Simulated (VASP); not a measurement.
# GaN (Fm-3m) in VASP: a series of runs

GaN is run at these levels: PBEsol, PBEsol+D4; tasks: single point.

All numbers are computed with VASP 6.6.1; they aren't measurements. Logs are shortened: lines on timing, memory, paths and dates and some standing lists are left out, and cuts for length are marked.

### 1 The cell of the first run

It takes space group Fm-3m (No. 225, cubic). Conventional cell: a = 4.217 Å, b = 4.217 Å, c = 4.217 Å, α = 90.00°, β = 90.00°, γ = 90.00°. Ga (site symmetry m-3m) has 6 N at 2.11 Å within 2.8 Å. Within 2.8 Å of N (site symmetry m-3m) lie 6 Ga at 2.11 Å.

### 2 Single point, PBEsol

Contents of INCAR:

```
SYSTEM = GaN
ALGO = Normal
EDIFF = 1E-6
ENCUT = 600
GGA = PS
GGA_COMPAT = .False.
ISIF = 2
ISMEAR = 0
LASPH = .True.
LCHARG = .False.
LREAL = .False.
LWAVE = .False.
NBANDS = 16
NELM = 120
PREC = Accurate
SIGMA = 0.01
```

Contents of KPOINTS:

```
k-points
0
Gamma
  8 8 8
  0 0 0
```

Contents of POSCAR:

```
GaN
1.0
    0.0000000000      2.1085153689      2.1085153689
    2.1085153689      0.0000000000      2.1085153689
    2.1085153689      2.1085153689      0.0000000000
Ga N
1 1
Direct
    0.5000000000      0.5000000000      0.5000000000
    0.0000000000      0.0000000000      0.0000000000
```

Potentials or basis: VASP PAW PBE potentials, release 64 (Ga_d, N).

The run is started by

```sh
cat potpaw_PBE.64/Ga_d/POTCAR potpaw_PBE.64/N/POTCAR > POTCAR
mpirun -np 1 vasp_std > vasp.out
```

OUTCAR:

```text
SYSTEM = GaN
   EDIFF = 1E-6
   ENCUT = 600
   GGA = PS
   ISIF = 2
   ISMEAR = 0
   LASPH = .True.
   LREAL = .False.
   NELM = 120
   PREC = Accurate

 ion  position               nearest neighbor table
   1  0.500  0.500  0.500-   2 2.11   2 2.11   2 2.11   2 2.11   2 2.11   2 2.11
   2  0.000  0.000  0.000-   1 2.11   1 2.11   1 2.11   1 2.11   1 2.11   1 2.11

  LATTYP: Found a face centered cubic cell.
 ALAT       =     4.2170307378

  Lattice vectors:

 A1 = (   0.0000000000,   2.1085153689,   2.1085153689)
 A2 = (   2.1085153689,   0.0000000000,   2.1085153689)
 A3 = (   2.1085153689,   2.1085153689,   0.0000000000)

Analysis of symmetry for initial positions (statically):
=====================================================================
 Subroutine PRICEL returns:
 Original cell was already a primitive cell.

 Routine SETGRP: Setting up the symmetry group for a
 face centered cubic supercell.

 Subroutine GETGRP returns: Found 48 space group operations
 (whereof 48 operations were pure point group operations)
 out of a pool of 48 trial point group operations.

The static configuration has the point symmetry O_h .

Analysis of symmetry for dynamics (positions and initial velocities):
=====================================================================
 Subroutine PRICEL returns:
 Original cell was already a primitive cell.

 Routine SETGRP: Setting up the symmetry group for a
 face centered cubic supercell.

 Subroutine GETGRP returns: Found 48 space group operations
 (whereof 48 operations were pure point group operations)
 out of a pool of 48 trial point group operations.

The dynamic configuration has the point symmetry O_h .

 Subroutine INISYM returns: Found 48 space group operations
 (whereof 48 operations are pure point group operations),
 and found     1 'primitive' translations

----------------------------------------------------------------------------------------

                                     Primitive cell

  volume of cell :      18.7482

  direct lattice vectors                    reciprocal lattice vectors
     0.000000000  2.108515369  2.108515369    -0.237133676  0.237133676  0.237133676
     2.108515369  0.000000000  2.108515369     0.237133676 -0.237133676  0.237133676
     2.108515369  2.108515369  0.000000000     0.237133676  0.237133676 -0.237133676

  length of vectors
     2.981891031  2.981891031  2.981891031     0.410727575  0.410727575  0.410727575

  position of ions in fractional coordinates (direct lattice)
     0.500000000  0.500000000  0.500000000
     0.000000000  0.000000000  0.000000000

  ion indices of the primitive-cell ions
   primitive index   ion index
                 1           1
                 2           2

----------------------------------------------------------------------------------------

 KPOINTS: k-points

Automatic generation of k-mesh.
 Grid dimensions read from file:
 generate k-points for:    8    8    8

 Generating k-lattice:

  Cartesian coordinates                     Fractional coordinates (reciprocal lattice)
    -0.029641709  0.029641709  0.029641709     0.125000000  0.000000000  0.000000000
     0.029641709 -0.029641709  0.029641709     0.000000000  0.125000000  0.000000000
     0.029641709  0.029641709 -0.029641709     0.000000000  0.000000000  0.125000000

  Length of vectors
     0.051340947  0.051340947  0.051340947

  Shift w.r.t. Gamma in fractional coordinates (k-lattice)
     0.000000000  0.000000000  0.000000000

 Subroutine IBZKPT returns following result:
 ===========================================

 Found     29 irreducible k-points:

 Following reciprocal coordinates:
            Coordinates               Weight
  0.000000  0.000000  0.000000      1.000000
  0.125000  0.000000  0.000000      8.000000
  0.250000  0.000000  0.000000      8.000000
  0.375000  0.000000  0.000000      8.000000
  0.500000  0.000000  0.000000      4.000000
  0.125000  0.125000  0.000000      6.000000
[... 16 lines left out ...]
  0.500000  0.250000  0.125000     48.000000
 -0.375000  0.250000  0.125000     24.000000
 [... further k-points ...]
   k-points           NKPTS =     29   k-points in BZ     NKDIM =     29   number of bands    NBANDS=     16
   number of dos      NEDOS =    301   number of ions     NIONS =      2
   total plane-waves  NPLWV =  13824
   dimension x,y,z NGX =    24 NGY =   24 NGZ =   24
   dimension x,y,z NGXF=    48 NGYF=   48 NGZF=   48
   ions per type =               1   1
   NGX,Y,Z   is equivalent  to a cutoff of  13.38, 13.38, 13.38 a.u.
   NGXF,Y,Z  is equivalent  to a cutoff of  26.76, 26.76, 26.76 a.u.
 SYSTEM =  GaN
   PREC   = accura    normal or accurate (medium, high low for compatibility)
   ISTART =      0    job   : 0-new  1-cont  2-samecut
   ICHARG =      2    charge: 1-file 2-atom 10-const
   ISPIN  =      1    spin polarized calculation?
   LNONCOLLINEAR =      F non collinear calculations
   LSORBIT =      F    spin-orbit coupling
   LASPH  =      T    aspherical Exc in radial PAW
   ENCUT  =  600.0 eV  44.10 Ry    6.64 a.u.   5.96  5.96  5.96*2*pi/ulx,y,z
   NELM   =    120;   NELMIN=  2; NELMDL= -5     # of ELM steps
   EDIFF  = 0.1E-05   stopping-criterion for ELM
   LREAL  =      F    real-space projection
[... 7 lines left out ...]
   TEBEG  =    0.0;   TEEND  =   0.0 temperature during run
   PSTRESS=    0.0 pullay stress
   NELECT =      18.0000    total number of electrons
   NUPDOWN=      -1.0000    fix difference up-down
   EMIN   =  10.00;   EMAX   =-10.00  energy-range for DOS
   EFERMI =   0.00;   METHOD = LEGACY
   ISMEAR =     0;   SIGMA  =   0.01  broadening in eV -4-tet -1-fermi 0-gaus
   EFERMI_NEDOS =   21; number of points for ismear=-14 and -15
   IALGO  =     38    algorithm
   IMIX   =      4    mixing-type and parameters
     AMIX     =   0.40;   BMIX     =  1.00
     AMIX_MAG =   1.60;   BMIX_MAG =  1.00
  volume/ion in A,a.u.               =       9.37        63.26
  Fermi-wavevector in a.u.,A,eV,Ry     =   1.615024  3.051952 35.488097  2.608302
  Thomas-Fermi vector in A             =   2.709838
   LORBIT       =      0    0 simple, 1 ext, 2 COOP (PROOUT), +10 PAW based schemes
   GGA     = PS    functional components
   LHFCALC =     F    Hartree Fock is set to
   AEXX    =    0.0000 exact exchange contribution
   IVDW    =     0    specifies the selected vdW correction
   LEPSILON=     F    determine dielectric tensor
   LRPA    =     F    only Hartree local field effects (RPA)
 non-spin polarized calculation
 Gauss-broadening in eV      SIGMA  =   0.01
  energy-cutoff  :      600.00
  volume of cell :       18.75
 maximum number of plane-waves:       638
   NGX = 11   NGY = 11   NGZ = 11

 number of electron      18.0000008 magnetization

 Free energy of the ion-electron system (eV)
  ---------------------------------------------------
  ext. energy  EPLUGINS =         0.00000000
  ---------------------------------------------------
  free energy    TOTEN  =       -12.25997575 eV

  energy without entropy =      -12.25997575  energy(sigma->0) =      -12.25997575

 E-fermi :   7.9763     XC(G=0): -13.3183

 val. band max:        7.8424583484   @ k =  -0.2500   0.1250   0.0000
 cond. band min:       8.4138594244   @ k =   0.5000   0.5000   0.0000
 fundamental gap:      0.5714010760
 Fermi energy:         7.9762578338

 k-point     1 :       0.0000    0.0000    0.0000
  band No.  band energies     occupation
      1      -9.5275      2.00000
      2      -6.0741      2.00000
      3      -6.0741      2.00000
      4      -6.0741      2.00000
      5      -5.9756      2.00000
      6      -5.9756      2.00000
[... 8 lines left out ...]
     15      23.6698      0.00000
     16      23.6699      0.00000

 k-point     2 :       0.1250    0.0000    0.0000
  band No.  band energies     occupation
      1      -9.2199      2.00000
      2      -6.0869      2.00000
      3      -6.0633      2.00000
      4      -6.0633      2.00000
      5      -5.9914      2.00000
      6      -5.9914      2.00000
[... 8 lines left out ...]
     15      23.9487      0.00000
     16      23.9487      0.00000

 k-point     3 :       0.2500    0.0000    0.0000
  band No.  band energies     occupation
      1      -8.3487      2.00000
      2      -6.1221      2.00000
      3      -6.1221      2.00000
      4      -6.1183      2.00000
      5      -5.9431      2.00000
      6      -5.9431      2.00000
[... 8 lines left out ...]
     15      25.6600      0.00000
     16      25.6600      0.00000

 k-point     4 :       0.3750    0.0000    0.0000
  band No.  band energies     occupation
      1      -7.1451      2.00000
      2      -6.2043      2.00000
      3      -6.2043      2.00000
      4      -6.1590      2.00000
      5      -5.8693      2.00000
      6      -5.8693      2.00000
[... 8 lines left out ...]
     15      28.3886      0.00000
     16      28.3886      0.00000

 k-point     5 :       0.5000    0.0000    0.0000
  band No.  band energies     occupation
      1      -6.3093      2.00000
      2      -6.3029      2.00000
      3      -6.2388      2.00000
      4      -6.2388      2.00000
      5      -5.8376      2.00000
      6      -5.8376      2.00000
[... 8 lines left out ...]
     15      30.9551      0.00000
     16      30.9551      0.00000

 k-point     6 :       0.1250    0.1250    0.0000
  band No.  band energies     occupation
      1      -9.1293      2.00000
      2      -6.1019      2.00000
      3      -6.0438      2.00000
      4      -6.0400      2.00000
      5      -6.0400      2.00000
      6      -5.9589      2.00000
[... 8 lines left out ...]
     15      26.5358      0.00000
     16      26.5358      0.00000
[... 267 lines left out ...]
 k-point    21 :       0.5000    0.5000    0.0000
  band No.  band energies     occupation
      1      -7.8754      2.00000
      2      -6.2661      2.00000
      3      -5.8609      2.00000
      4      -5.7813      2.00000
      5      -5.7813      2.00000
      6      -3.0357      2.00000
[... 8 lines left out ...]
     15      35.4491      0.00000
     16      35.9442      0.00000

 k-point    22 :       0.3750    0.2500    0.1250
  band No.  band energies     occupation
      1      -7.8991      2.00000
      2      -6.1456      2.00000
      3      -6.0940      2.00000
      4      -6.0256      2.00000
      5      -5.9440      2.00000
      6      -5.7019      2.00000
[... 8 lines left out ...]
     15      29.0547      0.00000
     16      29.4349      0.00000

 k-point    23 :       0.5000    0.2500    0.1250
  band No.  band energies     occupation
      1      -7.3777      2.00000
      2      -6.1697      2.00000
      3      -6.1063      2.00000
      4      -6.0327      2.00000
      5      -5.8664      2.00000
      6      -5.0865      2.00000
[... 8 lines left out ...]
     15      29.0235      0.00000
     16      30.5541      0.00000

 k-point    24 :      -0.3750    0.2500    0.1250
  band No.  band energies     occupation
      1      -7.2178      2.00000
      2      -6.1982      2.00000
      3      -6.1083      2.00000
      4      -6.0257      2.00000
      5      -5.8340      2.00000
      6      -4.5417      2.00000
[... 8 lines left out ...]
     15      26.7781      0.00000
     16      31.4416      0.00000

 [... further k-points ...]
[... 5 lines left out ...]
  --------------------------------------------------------------------------------------
  -------------------------------------------------------------------------------------
  Total        0.0703695      0.0703695      0.0703695      0.0000000      0.0000000     -0.0000000
  in kB        6.0136005      6.0136005      6.0136005      0.0000000      0.0000000     -0.0000000
  external PRESSURE =       6.0136005 kB  Pullay stress =       0.0000000 kB

 VOLUME and BASIS-vectors are now :
 -----------------------------------------------------------------------------
  energy-cutoff  :      600.00
  volume of cell :       18.75
      direct lattice vectors                 reciprocal lattice vectors
     0.000000000  2.108515369  2.108515369    -0.237133676  0.237133676  0.237133676
     2.108515369  0.000000000  2.108515369     0.237133676 -0.237133676  0.237133676
     2.108515369  2.108515369  0.000000000     0.237133676  0.237133676 -0.237133676

 POSITION                                       TOTAL-FORCE (eV/Angst)
 -----------------------------------------------------------------------------------
      2.10852      2.10852      2.10852         0.000000     -0.000000      0.000000
      0.00000      0.00000      0.00000        -0.000000      0.000000     -0.000000
 -----------------------------------------------------------------------------------
    total drift:                                0.000000     -0.000000      0.000000

  FREE ENERGIE OF THE ION-ELECTRON SYSTEM (eV)
  ---------------------------------------------------
  free  energy   TOTEN  =       -12.2599757501 eV

  energy  without entropy=      -12.2599757501  energy(sigma->0) =      -12.25997575
```

Wall time 4.5 s (1 thread of Intel Xeon 6975P-C (Granite Rapids), shared host); peak memory 0.14 GiB.

Results:

```
Free energy            : -12.2600 eV
Pressure               : 0.6 GPa
Band gap on the k mesh : 0.57 eV, indirect (least direct gap 2.84 eV)
```

Caveat: the PAW data sets were made with another functional, which shifts forces and pressure a little. As with any semilocal functional, this PBEsol gap is likely too small.

(Continued in part 2 of 3.)
